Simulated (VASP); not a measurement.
# Sb (R-3m) in VASP: further runs

The runs below take Sb through electric field gradients, with PBEsol.

Program: VASP 6.6.1. These are calculated values, not measurements. Logs are shortened: lines on timing, memory, paths and dates and some standing lists are left out, and cuts for length are marked.

## (1) The cell of the first run

It takes space group R-3m (No. 166, trigonal). The conventional cell has a = 4.243 Å, b = 4.243 Å, c = 11.080 Å, α = 90.00°, β = 90.00°, γ = 120.00°. Within 3.8 Å of Sb (site symmetry 3m) lie 6 Sb at 2.86 to 3.30 Å.

## (2) Electric field gradients, PBEsol (28.79 Å³/atom)

Input file INCAR:

```
SYSTEM = Sb
  ALGO = Normal
  EDIFF = 1E-8
  ENCUT = 400
  GGA = PS
  GGA_COMPAT = .FALSE.
  ISIF = 2
  ISMEAR = -1
  LASPH = .TRUE.
  LCHARG = .FALSE.
  LEFG = .TRUE.
  LREAL = .FALSE.
  LWAVE = .FALSE.
  NBANDS = 22
  NELM = 120
  PREC = Accurate
  SIGMA = 0.05
```

Input file KPOINTS:

```
k-points
0
G
  9 9 9
  0 0 0
```

Input file POSCAR:

```
Sb
1.0
    2.1215346023      1.2248685738      3.6933992025
   -2.1215346023      1.2248685738      3.6933992025
    0.0000000000     -2.4497371474      3.6933992025
Sb
2
Direct
    0.2336400000      0.2336400000      0.2336400000
    0.7663600000      0.7663600000      0.7663600000
```

Potentials or basis: VASP PAW PBE potentials, release 64 (Sb_d_GW).

Started as:

```
> cat potpaw_PBE.64/Sb_d_GW/POTCAR > POTCAR
> mpirun -np 1 vasp_std > vasp.out
```

OUTCAR:

```text
SYSTEM = Sb
   EDIFF = 1E-8
   ENCUT = 400
   GGA = PS
   ISIF = 2
   ISMEAR = -1
   LASPH = .TRUE.
   LREAL = .FALSE.
   NELM = 120
   PREC = Accurate

 ion  position               nearest neighbor table
   1  0.234  0.234  0.234-   2 2.86   2 2.86   2 2.86   2 3.30   2 3.30   2 3.30
   2  0.766  0.766  0.766-   1 2.86   1 2.86   1 2.86   1 3.30   1 3.30   1 3.30

  LATTYP: Found a trigonal (rhomboedric) cell.
 ALAT       =     4.4319758304
 COS(alpha) =     0.5417151843

  Lattice vectors:

 A1 = (   2.1215346023,   1.2248685738,   3.6933992025)
 A2 = (  -2.1215346023,   1.2248685738,   3.6933992025)
 A3 = (   0.0000000000,  -2.4497371474,   3.6933992025)

Analysis of symmetry for initial positions (statically):
=====================================================================
 Subroutine PRICEL returns:
 Original cell was already a primitive cell.

 Routine SETGRP: Setting up the symmetry group for a
 trigonal (rhombohedral) supercell.

 Subroutine GETGRP returns: Found 12 space group operations
 (whereof 12 operations were pure point group operations)
 out of a pool of 12 trial point group operations.

The static configuration has the point symmetry D_3d.

Analysis of symmetry for dynamics (positions and initial velocities):
=====================================================================
 Subroutine PRICEL returns:
 Original cell was already a primitive cell.

 Routine SETGRP: Setting up the symmetry group for a
 trigonal (rhombohedral) supercell.

 Subroutine GETGRP returns: Found 12 space group operations
 (whereof 12 operations were pure point group operations)
 out of a pool of 12 trial point group operations.

The dynamic configuration has the point symmetry D_3d.

 Subroutine INISYM returns: Found 12 space group operations
 (whereof 12 operations are pure point group operations),
 and found     1 'primitive' translations

----------------------------------------------------------------------------------------

                                     Primitive cell

  volume of cell :      57.5860

  direct lattice vectors                    reciprocal lattice vectors
     2.121534602  1.224868574  3.693399203     0.235678456  0.136069020  0.090251098
    -2.121534602  1.224868574  3.693399203    -0.235678456  0.136069020  0.090251098
     0.000000000 -2.449737147  3.693399203     0.000000000 -0.272138040  0.090251098

  length of vectors
     4.431975830  4.431975830  4.431975830     0.286713051  0.286713051  0.286713051

  position of ions in fractional coordinates (direct lattice)
     0.233640000  0.233640000  0.233640000
     0.766360000  0.766360000  0.766360000

  ion indices of the primitive-cell ions
   primitive index   ion index
                 1           1
                 2           2

----------------------------------------------------------------------------------------

 KPOINTS: k-points

Automatic generation of k-mesh.
 Grid dimensions read from file:
 generate k-points for:    9    9    9

 Generating k-lattice:

  Cartesian coordinates                     Fractional coordinates (reciprocal lattice)
     0.026186495  0.015118780  0.010027900     0.111111111  0.000000000  0.000000000
    -0.026186495  0.015118780  0.010027900     0.000000000  0.111111111  0.000000000
     0.000000000 -0.030237560  0.010027900    -0.000000000 -0.000000000  0.111111111

  Length of vectors
     0.031857006  0.031857006  0.031857006

  Shift w.r.t. Gamma in fractional coordinates (k-lattice)
     0.000000000  0.000000000  0.000000000

 Subroutine IBZKPT returns following result:
 ===========================================

 Found     85 irreducible k-points:

 Following reciprocal coordinates:
            Coordinates               Weight
  0.000000  0.000000  0.000000      1.000000
  0.111111  0.000000  0.000000      6.000000
  0.222222  0.000000  0.000000      6.000000
  0.333333  0.000000  0.000000      6.000000
  0.444444  0.000000  0.000000      6.000000
  0.111111  0.111111  0.000000      6.000000
[... 16 lines left out ...]
 -0.333333  0.333333  0.000000      6.000000
  0.444444  0.444444  0.000000      6.000000
 [... further k-points ...]
   k-points           NKPTS =     85   k-points in BZ     NKDIM =     85   number of bands    NBANDS=     22
   number of dos      NEDOS =    301   number of ions     NIONS =      2
   total plane-waves  NPLWV =  27000
   dimension x,y,z NGX =    30 NGY =   30 NGZ =   30
   dimension x,y,z NGXF=    60 NGYF=   60 NGZF=   60
   ions per type =               2
   NGX,Y,Z   is equivalent  to a cutoff of  11.25, 11.25, 11.25 a.u.
   NGXF,Y,Z  is equivalent  to a cutoff of  22.51, 22.51, 22.51 a.u.
 SYSTEM =  Sb
   PREC   = accura    normal or accurate (medium, high low for compatibility)
   ISTART =      0    job   : 0-new  1-cont  2-samecut
   ICHARG =      2    charge: 1-file 2-atom 10-const
   ISPIN  =      1    spin polarized calculation?
   LNONCOLLINEAR =      F non collinear calculations
   LSORBIT =      F    spin-orbit coupling
   LASPH  =      T    aspherical Exc in radial PAW
   ENCUT  =  400.0 eV  29.40 Ry    5.42 a.u.   7.23  7.23  7.23*2*pi/ulx,y,z
   NELM   =    120;   NELMIN=  2; NELMDL= -5     # of ELM steps
   EDIFF  = 0.1E-07   stopping-criterion for ELM
   LREAL  =      F    real-space projection
   EDIFFG = 0.1E-06   stopping-criterion for IOM
   NSW    =      0    number of steps for IOM
   IBRION =     -1    ionic relax: 0-MD 1-quasi-New 2-CG
   NFREE  =      0    steps in history (QN), initial steepest desc. (CG)
   ISIF   =      2    stress and relaxation
   ISYM   =      2    0-nonsym 1-usesym 2-fastsym
   POTIM  = 0.5000    time-step for ionic-motion
   TEBEG  =    0.0;   TEEND  =   0.0 temperature during run
   PSTRESS=    0.0 pullay stress
   NELECT =      30.0000    total number of electrons
   NUPDOWN=      -1.0000    fix difference up-down
   EMIN   =  10.00;   EMAX   =-10.00  energy-range for DOS
   EFERMI =   0.00;   METHOD = LEGACY
   ISMEAR =    -1;   SIGMA  =   0.05  broadening in eV -4-tet -1-fermi 0-gaus
   EFERMI_NEDOS =   21; number of points for ismear=-14 and -15
   IALGO  =     38    algorithm
   IMIX   =      4    mixing-type and parameters
     AMIX     =   0.40;   BMIX     =  1.00
     AMIX_MAG =   1.60;   BMIX_MAG =  1.00
  volume/ion in A,a.u.               =      28.79       194.30
  Fermi-wavevector in a.u.,A,eV,Ry     =   1.317274  2.489287 23.608986  1.735212
  Thomas-Fermi vector in A             =   2.447327
   LORBIT       =      0    0 simple, 1 ext, 2 COOP (PROOUT), +10 PAW based schemes
   GGA     = PS    functional components
   LHFCALC =     F    Hartree Fock is set to
   AEXX    =    0.0000 exact exchange contribution
   IVDW    =     0    specifies the selected vdW correction
   LEPSILON=     F    determine dielectric tensor
   LRPA    =     F    only Hartree local field effects (RPA)
 non-spin polarized calculation
  energy-cutoff  :      400.00
  volume of cell :       57.59
 maximum number of plane-waves:      1064
 NGX is ok and might be reduce to    30
   NGX = 15   NGY = 15   NGZ = 15

 number of electron      29.9999980 magnetization

 Free energy of the ion-electron system (eV)
  ---------------------------------------------------
  ext. energy  EPLUGINS =         0.00000000
  ---------------------------------------------------
  free energy    TOTEN  =        -9.13715951 eV

  energy without entropy =       -9.13487170  energy(sigma->0) =       -9.13601560

 E-fermi :   5.7527     XC(G=0): -10.2848

 val. band max:        5.7223712754   @ k =   0.4444   0.0000   0.0000
 cond. band min:       5.7557320172   @ k =   0.3333   0.2222   0.2222
 fundamental gap:      0.0333607418
 Fermi energy:         5.7527267802

 k-point     1 :       0.0000    0.0000    0.0000
  band No.  band energies     occupation
      1     -23.7179      2.00000
      2     -23.7179      2.00000
      3     -23.6132      2.00000
      4     -23.6132      2.00000
      5     -23.5869      2.00000
      6     -23.4786      2.00000
[... 14 lines left out ...]
     21      10.9667      0.00000
     22      12.0929      0.00000

 k-point     2 :       0.1111    0.0000    0.0000
  band No.  band energies     occupation
      1     -23.7121      2.00000
      2     -23.7098      2.00000
      3     -23.6105      2.00000
      4     -23.6085      2.00000
      5     -23.5832      2.00000
      6     -23.4825      2.00000
[... 14 lines left out ...]
     21      10.8688      0.00000
     22      13.1762      0.00000

 k-point     3 :       0.2222    0.0000    0.0000
  band No.  band energies     occupation
      1     -23.6961      2.00000
      2     -23.6861      2.00000
      3     -23.6032      2.00000
      4     -23.5949      2.00000
      5     -23.5723      2.00000
      6     -23.4937      2.00000
[... 14 lines left out ...]
     21      11.5450      0.00000
     22      15.2178      0.00000

 k-point     4 :       0.3333    0.0000    0.0000
  band No.  band energies     occupation
      1     -23.6749      2.00000
      2     -23.6506      2.00000
      3     -23.5944      2.00000
      4     -23.5751      2.00000
      5     -23.5555      2.00000
      6     -23.5160      2.00000
[... 14 lines left out ...]
     21      12.8142      0.00000
     22      16.6287      0.00000

 k-point     5 :       0.4444    0.0000    0.0000
  band No.  band energies     occupation
      1     -23.6584      2.00000
      2     -23.6118      2.00000
      3     -23.5880      2.00000
      4     -23.5543      2.00000
      5     -23.5534      2.00000
      6     -23.5298      2.00000
[... 417 lines left out ...]
 k-point    22 :      -0.4444    0.3333   -0.0000
  band No.  band energies     occupation
      1     -23.6930      2.00000
      2     -23.6066      2.00000
      3     -23.5941      2.00000
      4     -23.5615      2.00000
      5     -23.5474      2.00000
      6     -23.5319      2.00000
[... 14 lines left out ...]
     21      14.7410      0.00000
     22      16.9791      0.00000

 k-point    23 :      -0.3333    0.3333    0.0000
  band No.  band energies     occupation
      1     -23.6836      2.00000
      2     -23.5960      2.00000
      3     -23.5702      2.00000
      4     -23.5670      2.00000
      5     -23.5628      2.00000
      6     -23.5422      2.00000
[... 14 lines left out ...]
     21      13.7167      0.00000
     22      16.1304      0.00000

 k-point    24 :       0.4444    0.4444    0.0000
  band No.  band energies     occupation
      1     -23.7101      2.00000
      2     -23.6187      2.00000
      3     -23.6053      2.00000
      4     -23.5482      2.00000
      5     -23.5396      2.00000
      6     -23.5332      2.00000
[... 14 lines left out ...]
     21      15.5945      0.00000
     22      17.0345      0.00000

 [... further k-points ...]
[... 5 lines left out ...]
  --------------------------------------------------------------------------------------
  -------------------------------------------------------------------------------------
  Total        1.1056142      1.1056142      0.7616041      0.0000000      0.0000000      0.0000000
  in kB       30.7607607     30.7607607     21.1895987      0.0000000      0.0000000      0.0000000
  external PRESSURE =      27.5703733 kB  Pullay stress =       0.0000000 kB

 VOLUME and BASIS-vectors are now :
 -----------------------------------------------------------------------------
  energy-cutoff  :      400.00
  volume of cell :       57.59
      direct lattice vectors                 reciprocal lattice vectors
     2.121534602  1.224868574  3.693399203     0.235678456  0.136069020  0.090251098
    -2.121534602  1.224868574  3.693399203    -0.235678456  0.136069020  0.090251098
     0.000000000 -2.449737147  3.693399203     0.000000000 -0.272138040  0.090251098

 POSITION                                       TOTAL-FORCE (eV/Angst)
 -----------------------------------------------------------------------------------
      0.00000      0.00000      2.58878         0.000000      0.000000      0.372798
      0.00000      0.00000      8.49142         0.000000     -0.000000     -0.372798
 -----------------------------------------------------------------------------------
    total drift:                               -0.000000      0.000000      0.000000

  FREE ENERGIE OF THE ION-ELECTRON SYSTEM (eV)
  ---------------------------------------------------
  free  energy   TOTEN  =        -9.1371595096 eV

  energy  without entropy=       -9.1348716977  energy(sigma->0) =       -9.13601560

 Electric field gradients (V/A^2)
---------------------------------------------------------------------
 ion       V_xx      V_yy      V_zz      V_xy      V_xz      V_yz
---------------------------------------------------------------------
   1      22.937    22.937   -45.874     0.000    -0.000    -0.000
   2      22.937    22.937   -45.874     0.000     0.000    -0.000
---------------------------------------------------------------------

 Electric field gradients after diagonalization (V/A^2)
 (convention: |V_zz| > |V_xx| > |V_yy|)
----------------------------------------------------------------------
 ion       V_xx      V_yy      V_zz     asymmetry (V_yy - V_xx)/ V_zz
----------------------------------------------------------------------
   1      22.937    22.937   -45.874       0.000
   2      22.937    22.937   -45.874       0.000
----------------------------------------------------------------------

           NMR quadrupolar parameters

 Cq : quadrupolar parameter    Cq=e*Q*V_zz/h
 eta: asymmetry parameters     (V_yy - V_xx)/ V_zz
 Q  : nuclear electric quadrupole moment in mb (millibarn)
----------------------------------------------------------------------
 ion       Cq(MHz)       eta       Q (mb)
----------------------------------------------------------------------
   1      -0.111       0.000       1.000
   2      -0.111       0.000       1.000
----------------------------------------------------------------------
```

Wall time 1.8 min (1 thread of Intel Xeon Platinum 8259CL at 2.50GHz (Skylake/Cascade Lake), shared host); peak memory 0.22 GiB.

What came out:

```yaml
Free_energy: -9.1372 eV
Pressure: 2.8 GPa
Largest_force: 0.373 eV/Å
Band_gap_on_the_k_mesh: zero (bands 15 and 16 overlap by 0.03 eV)
Largest_electric_field_gradient_by_atom: Sb -45.9 V/Å²
```

Forces in eV/Å, atoms in the order of the input:
```
Sb   0.000  0.000  0.373
Sb   0.000  0.000 -0.373
```

Stress tensor (GPa, compression positive):
```
3.08 0.00 0.00
0.00 3.08 0.00
0.00 0.00 2.12
```

Electric field gradients, principal values (V/Å²):
```tsv
atom	least	middle	greatest (by size)
1 Sb	22.937	22.937	-45.874
2 Sb	22.937	22.937	-45.874
```

Caveat: without QUAD_EFG the Cq values of the log hold for a quadrupole moment of 1 mb, not for the nuclei; the PAW data sets were made with another functional, which shifts forces and pressure a little; spin-orbit coupling is left out, which moves the levels of the heavy elements.

[end of part 1 of 2]

The gap in the log of VASP goes by the Fermi energy; the results here count the filled bands.